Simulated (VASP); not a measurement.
Set up this calculation in VASP 6.6.1, as the native input.

* Task: single point
* Functional: r2SCAN
* Potentials or basis: VASP PAW PBE potentials, release 64 (Cd, S)
* Cutoff: 520 eV
* k mesh: 8 × 8 × 8
* Occupations: gaussian, width 0.05 eV
* Spin: no spin polarisation
* Dipole correction: no
* Further INCAR settings: ALGO = Normal; EDIFF = 1e-06; NBANDS = 16

The system is CdS.

```
Cd S
1.0
     0.00000    2.91000    2.91000
     2.91000    0.00000    2.91000
     2.91000    2.91000    0.00000
Cd S
1 1
Direct
  0.00000 0.00000 0.00000
  0.75000 0.75000 0.75000
```

The input as run:

POSCAR

```
CdS
1.0
    0.0000000000      2.9099991734      2.9099991734
    2.9099991734      0.0000000000      2.9099991734
    2.9099991734      2.9099991734      0.0000000000
Cd S
1 1
Direct
    0.0000000000      0.0000000000      0.0000000000
    0.7500000000      0.7500000000      0.7500000000
```

INCAR.step1

```
  PREC = Accurate
  ENCUT = 520
  ISMEAR = 0
  SIGMA = 0.05
  LREAL = F
  LASPH = T
  NELM = 60
  NBANDS = 16
  GGA = PE
  ALGO = Normal
  EDIFF = 1E-4
  LWAVE = T
  LCHARG = F
```

INCAR.step2

```
  PREC = Accurate
  ENCUT = 520
  EDIFF = 1E-6
  ISMEAR = 0
  SIGMA = 0.05
  LREAL = F
  LASPH = T
  NELM = 60
  ALGO = Normal
  ISIF = 2
  LWAVE = F
  LCHARG = F
  METAGGA = R2SCAN
  LMIXTAU = T
  NBANDS = 16
  ISTART = 1
```

KPOINTS

```
Automatic mesh
0
Gamma
  8 8 8
```

Potentials or basis: VASP PAW PBE potentials, release 64 (Cd, S).

Launch:

```console
$ cat potpaw_PBE.64/Cd/POTCAR potpaw_PBE.64/S/POTCAR > POTCAR
$ cp INCAR.step1 INCAR
$ mpirun -np 1 vasp_std > vasp.out
$ cp INCAR.step2 INCAR
$ mpirun -np 1 vasp_std > vasp.out
```

Results of the run:

| Item | Value |
| --- | --- |
| Pressure | 2.3 GPa |
| Band gap on the k mesh | 1.61 eV, direct |

Caveat: the PAW data sets were made with another functional, which shifts forces and pressure a little.

Run time: 99 s on 1 thread of AMD EPYC 7R43 64-Core Processor (Zen 3), with other jobs on the host, peak memory 0.15 GiB.
